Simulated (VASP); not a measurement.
# Ir4Pt3 (P-43m) in VASP: single point with PBE

Aim: the single point of Ir4Pt3 with PBE.

Everything below comes from runs of VASP 6.6.1. Logs are shortened: lines on timing, memory, paths and dates and some standing lists are left out, and cuts for length are marked.

### Step 1. The cell of the first run

The structure is cubic, space group P-43m (No. 215). The conventional cell has a = 5.144 Å, b = 5.144 Å, c = 5.144 Å, α = 90.00°, β = 90.00°, γ = 90.00°. Ir (site symmetry 3m) has 3 Pt at 2.50 Å and 3 Ir at 2.65 Å within 3.3 Å. Within 3.3 Å of Pt (site symmetry -42m) lie 4 Ir at 2.50 Å.

### Step 2. Single point, PBE

The input, INCAR:

```
SYSTEM = Ir4Pt3
  PREC = Accurate
  ENCUT = 500
  EDIFF = 1E-6
  ISMEAR = 0
  SIGMA = 0.2
  LREAL = .FALSE.
  LASPH = .TRUE.
  NELM = 120
  ALGO = Normal
  ISIF = 2
  LWAVE = .FALSE.
  LCHARG = .FALSE.
  GGA = PE
  NBANDS = 42
  GGA_COMPAT = .FALSE.
```

The input, KPOINTS:

```
Automatic mesh
0
G
  4 4 4
  0 0 0
```

The input, POSCAR:

```
Ir4Pt3
1.0
    5.1438190697      0.0000000000      0.0000000000
    0.0000000000      5.1438190697      0.0000000000
    0.0000000000      0.0000000000      5.1438190697
Ir Pt
4 3
Direct
    0.6820388830      0.6820388830      0.6820388830
    0.3179611170      0.3179611170      0.6820388830
    0.3179611170      0.6820388830      0.3179611170
    0.6820388830      0.3179611170      0.3179611170
    0.0000000000      0.0000000000      0.5000000000
    0.5000000000      0.0000000000      0.0000000000
    0.0000000000      0.5000000000      0.0000000000
```

Potentials or basis: VASP PAW PBE potentials, release 64 (Ir, Pt).

Run with:

```console
cat potpaw_PBE.64/Ir/POTCAR potpaw_PBE.64/Pt/POTCAR > POTCAR
mpirun -np 1 vasp_std > vasp.out
```

OUTCAR:

```text
SYSTEM = Ir4Pt3
   PREC = Accurate
   ENCUT = 500
   EDIFF = 1E-6
   ISMEAR = 0
   LREAL = .FALSE.
   LASPH = .TRUE.
   NELM = 120
   ISIF = 2
   GGA = PE

 ion  position               nearest neighbor table
   1  0.682  0.682  0.682-   5 2.50   6 2.50   7 2.50   2 2.65   3 2.65   4 2.65
   2  0.318  0.318  0.682-   5 2.50   6 2.50   7 2.50   1 2.65   3 2.65   4 2.65
   3  0.318  0.682  0.318-   5 2.50   6 2.50   7 2.50   1 2.65   2 2.65   4 2.65
   4  0.682  0.318  0.318-   5 2.50   6 2.50   7 2.50   1 2.65   2 2.65   3 2.65
   5  0.000  0.000  0.500-   1 2.50   2 2.50   3 2.50   4 2.50
   6  0.500  0.000  0.000-   1 2.50   2 2.50   3 2.50   4 2.50
   7  0.000  0.500  0.000-   1 2.50   2 2.50   3 2.50   4 2.50

  LATTYP: Found a simple cubic cell.
 ALAT       =     5.1438190697

  Lattice vectors:

 A1 = (   5.1438190697,   0.0000000000,   0.0000000000)
 A2 = (   0.0000000000,   5.1438190697,   0.0000000000)
 A3 = (   0.0000000000,   0.0000000000,   5.1438190697)

Analysis of symmetry for initial positions (statically):
=====================================================================
 Subroutine PRICEL returns:
 Original cell was already a primitive cell.

 Routine SETGRP: Setting up the symmetry group for a
 simple cubic supercell.

 Subroutine GETGRP returns: Found 24 space group operations
 (whereof 24 operations were pure point group operations)
 out of a pool of 48 trial point group operations.

The static configuration has the point symmetry T_d .

Analysis of symmetry for dynamics (positions and initial velocities):
=====================================================================
 Subroutine PRICEL returns:
 Original cell was already a primitive cell.

 Routine SETGRP: Setting up the symmetry group for a
 simple cubic supercell.

 Subroutine GETGRP returns: Found 24 space group operations
 (whereof 24 operations were pure point group operations)
 out of a pool of 48 trial point group operations.

The dynamic configuration has the point symmetry T_d .

 Subroutine INISYM returns: Found 24 space group operations
 (whereof 24 operations are pure point group operations),
 and found     1 'primitive' translations

----------------------------------------------------------------------------------------

                                     Primitive cell

  volume of cell :     136.0997

  direct lattice vectors                    reciprocal lattice vectors
     5.143819070  0.000000000  0.000000000     0.194408082  0.000000000  0.000000000
     0.000000000  5.143819070  0.000000000     0.000000000  0.194408082  0.000000000
     0.000000000  0.000000000  5.143819070     0.000000000  0.000000000  0.194408082

  length of vectors
     5.143819070  5.143819070  5.143819070     0.194408082  0.194408082  0.194408082

  position of ions in fractional coordinates (direct lattice)
     0.682038883  0.682038883  0.682038883
     0.317961117  0.317961117  0.682038883
     0.317961117  0.682038883  0.317961117
     0.682038883  0.317961117  0.317961117
     0.000000000  0.000000000  0.500000000
     0.500000000  0.000000000  0.000000000
     0.000000000  0.500000000  0.000000000

  ion indices of the primitive-cell ions
   primitive index   ion index
                 1           1
                 2           2
                 3           3
                 4           4
                 5           5
                 6           6
                 7           7

----------------------------------------------------------------------------------------

 KPOINTS: Automatic mesh

Automatic generation of k-mesh.
 Grid dimensions read from file:
 generate k-points for:    4    4    4

 Generating k-lattice:

  Cartesian coordinates                     Fractional coordinates (reciprocal lattice)
     0.048602021  0.000000000  0.000000000     0.250000000  0.000000000  0.000000000
     0.000000000  0.048602021  0.000000000     0.000000000  0.250000000  0.000000000
     0.000000000  0.000000000  0.048602021     0.000000000  0.000000000  0.250000000

  Length of vectors
     0.048602021  0.048602021  0.048602021

  Shift w.r.t. Gamma in fractional coordinates (k-lattice)
     0.000000000  0.000000000  0.000000000

 Subroutine IBZKPT returns following result:
 ===========================================

 Found     10 irreducible k-points:

 Following reciprocal coordinates:
            Coordinates               Weight
  0.000000  0.000000  0.000000      1.000000
  0.250000  0.000000  0.000000      6.000000
  0.500000  0.000000  0.000000      3.000000
  0.250000  0.250000  0.000000     12.000000
  0.500000  0.250000  0.000000     12.000000
  0.500000  0.500000  0.000000      3.000000
  0.250000  0.250000  0.250000      8.000000
  0.500000  0.250000  0.250000     12.000000
  0.500000  0.500000  0.250000      6.000000
  0.500000  0.500000  0.500000      1.000000
   k-points           NKPTS =     10   k-points in BZ     NKDIM =     10   number of bands    NBANDS=     42
   number of dos      NEDOS =    301   number of ions     NIONS =      7
   total plane-waves  NPLWV =  64000
   dimension x,y,z NGX =    40 NGY =   40 NGZ =   40
   dimension x,y,z NGXF=    80 NGYF=   80 NGZF=   80
   ions per type =               4   3
   NGX,Y,Z   is equivalent  to a cutoff of  12.93, 12.93, 12.93 a.u.
   NGXF,Y,Z  is equivalent  to a cutoff of  25.86, 25.86, 25.86 a.u.
 SYSTEM =  Ir4Pt3
   PREC   = accura    normal or accurate (medium, high low for compatibility)
   ISTART =      0    job   : 0-new  1-cont  2-samecut
   ICHARG =      2    charge: 1-file 2-atom 10-const
   ISPIN  =      1    spin polarized calculation?
   LNONCOLLINEAR =      F non collinear calculations
   LSORBIT =      F    spin-orbit coupling
   LASPH  =      T    aspherical Exc in radial PAW
   ENCUT  =  500.0 eV  36.75 Ry    6.06 a.u.   9.38  9.38  9.38*2*pi/ulx,y,z
   NELM   =    120;   NELMIN=  2; NELMDL= -5     # of ELM steps
   EDIFF  = 0.1E-05   stopping-criterion for ELM
   LREAL  =      F    real-space projection
   EDIFFG = 0.1E-04   stopping-criterion for IOM
   NSW    =      0    number of steps for IOM
   IBRION =     -1    ionic relax: 0-MD 1-quasi-New 2-CG
   NFREE  =      0    steps in history (QN), initial steepest desc. (CG)
   ISIF   =      2    stress and relaxation
   ISYM   =      2    0-nonsym 1-usesym 2-fastsym
   POTIM  = 0.5000    time-step for ionic-motion
   TEBEG  =    0.0;   TEEND  =   0.0 temperature during run
   PSTRESS=    0.0 pullay stress
   NELECT =      66.0000    total number of electrons
   NUPDOWN=      -1.0000    fix difference up-down
   EMIN   =  10.00;   EMAX   =-10.00  energy-range for DOS
   EFERMI =   0.00;   METHOD = LEGACY
   ISMEAR =     0;   SIGMA  =   0.20  broadening in eV -4-tet -1-fermi 0-gaus
   EFERMI_NEDOS =   21; number of points for ismear=-14 and -15
   IALGO  =     38    algorithm
   IMIX   =      4    mixing-type and parameters
     AMIX     =   0.40;   BMIX     =  1.00
     AMIX_MAG =   1.60;   BMIX_MAG =  1.00
  volume/ion in A,a.u.               =      19.44       131.21
  Fermi-wavevector in a.u.,A,eV,Ry     =   1.286186  2.430539 22.507771  1.654275
  Thomas-Fermi vector in A             =   2.418276
   LORBIT       =      0    0 simple, 1 ext, 2 COOP (PROOUT), +10 PAW based schemes
   GGA     = PE    functional components
   LHFCALC =     F    Hartree Fock is set to
   AEXX    =    0.0000 exact exchange contribution
   IVDW    =     0    specifies the selected vdW correction
   LEPSILON=     F    determine dielectric tensor
   LRPA    =     F    only Hartree local field effects (RPA)
 non-spin polarized calculation
 Gauss-broadening in eV      SIGMA  =   0.20
  energy-cutoff  :      500.00
  volume of cell :      136.10
 maximum number of plane-waves:      3468
 NGX is ok and might be reduce to    40
   NGX = 19   NGY = 19   NGZ = 19

 number of electron      65.9999996 magnetization

 Free energy of the ion-electron system (eV)
  ---------------------------------------------------
  ext. energy  EPLUGINS =         0.00000000
  ---------------------------------------------------
  free energy    TOTEN  =       -47.14510069 eV

  energy without entropy =      -46.86276887  energy(sigma->0) =      -47.00393478

 E-fermi :   6.5242     XC(G=0): -11.7990

 val. band max:        6.4911201073   @ k =   0.5000   0.0000   0.0000
 cond. band min:       6.5566735882   @ k =   0.5000   0.0000   0.0000
 fundamental gap:      0.0655534809
 Fermi energy:         6.5241991639

 k-point     1 :       0.0000    0.0000    0.0000
  band No.  band energies     occupation
      1      -1.7972      2.00000
      2       0.7547      2.00000
      3       1.0760      2.00000
      4       1.0760      2.00000
      5       1.0760      2.00000
      6       1.4091      2.00000
[... 34 lines left out ...]
     41       8.3850      0.00000
     42       8.4049      0.00000

 k-point     2 :       0.2500    0.0000    0.0000
  band No.  band energies     occupation
      1      -1.3767      2.00000
      2       0.7654      2.00000
      3       0.9193      2.00000
      4       1.1592      2.00000
      5       1.1592      2.00000
      6       1.2090      2.00000
[... 34 lines left out ...]
     41       8.7593      0.00000
     42      11.3331      0.00000

 k-point     3 :       0.5000    0.0000    0.0000
  band No.  band energies     occupation
      1      -0.5491      2.00000
      2       0.2789      2.00000
      3       0.8147      2.00000
      4       0.9285      2.00000
      5       1.2698      2.00000
      6       1.2698      2.00000
[... 267 lines left out ...]
      4       0.8343      2.00000
      5       1.1860      2.00000
      6       1.3454      2.00000
[... 34 lines left out ...]
     41       9.2342      0.00000
     42       9.2343      0.00000

 k-point    10 :       0.5000    0.5000    0.5000
  band No.  band energies     occupation
      1       0.0645      2.00000
      2       0.7204      2.00000
      3       0.7204      2.00000
      4       0.7204      2.00000
      5       1.2526      2.00000
      6       1.2526      2.00000
[... 34 lines left out ...]
     41       8.0505      0.00000
     42       8.0505      0.00000

------------------------ aborting loop because EDIFF is reached ----------------------------------------

  FORCE on cell =-STRESS in cart. coord.  units (eV):
  Direction    XX          YY          ZZ          XY          YZ          ZX
  --------------------------------------------------------------------------------------
  -------------------------------------------------------------------------------------
  Total        0.1571731      0.1571731      0.1571731      0.0000000     -0.0000000     -0.0000000
  in kB        1.8502561      1.8502561      1.8502561      0.0000000     -0.0000000     -0.0000000
  external PRESSURE =       1.8502561 kB  Pullay stress =       0.0000000 kB

 VOLUME and BASIS-vectors are now :
 -----------------------------------------------------------------------------
  energy-cutoff  :      500.00
  volume of cell :      136.10
      direct lattice vectors                 reciprocal lattice vectors
     5.143819070  0.000000000  0.000000000     0.194408082  0.000000000  0.000000000
     0.000000000  5.143819070  0.000000000     0.000000000  0.194408082  0.000000000
     0.000000000  0.000000000  5.143819070     0.000000000  0.000000000  0.194408082

 POSITION                                       TOTAL-FORCE (eV/Angst)
 -----------------------------------------------------------------------------------
      3.50828      3.50828      3.50828         0.103333      0.103333      0.103333
      1.63553      1.63553      3.50828        -0.103333     -0.103333      0.103333
      1.63553      3.50828      1.63553        -0.103333      0.103333     -0.103333
      3.50828      1.63553      1.63553         0.103333     -0.103333     -0.103333
      0.00000      0.00000      2.57191         0.000000     -0.000000     -0.000000
      2.57191      0.00000      0.00000         0.000000     -0.000000     -0.000000
      0.00000      2.57191      0.00000         0.000000     -0.000000     -0.000000
 -----------------------------------------------------------------------------------
    total drift:                                0.000000      0.000000      0.000000

  FREE ENERGIE OF THE ION-ELECTRON SYSTEM (eV)
  ---------------------------------------------------
  free  energy   TOTEN  =       -47.1451006908 eV

  energy  without entropy=      -46.8627688685  energy(sigma->0) =      -47.00393478
```

It took 35 s on 1 thread of Intel Xeon 6975P-C (Granite Rapids), shared host; peak memory 0.25 GiB.

Results:

```yaml
Free_energy: -47.1451 eV
Pressure: 0.2 GPa
Largest_force: 0.179 eV/Å
Band_gap_on_the_k_mesh: zero (band 33 reaches 6.73 eV, above the bottom of band 34 at 6.26 eV)
```

Forces on the atoms (eV/Å):
```
Ir   0.103  0.103  0.103
Ir  -0.103 -0.103  0.103
Ir  -0.103  0.103 -0.103
Ir   0.103 -0.103 -0.103
Pt   0.000  0.000  0.000
Pt   0.000  0.000  0.000
Pt   0.000  0.000  0.000
```

Caveat: spin-orbit coupling is left out, which moves the levels of the heavy elements.
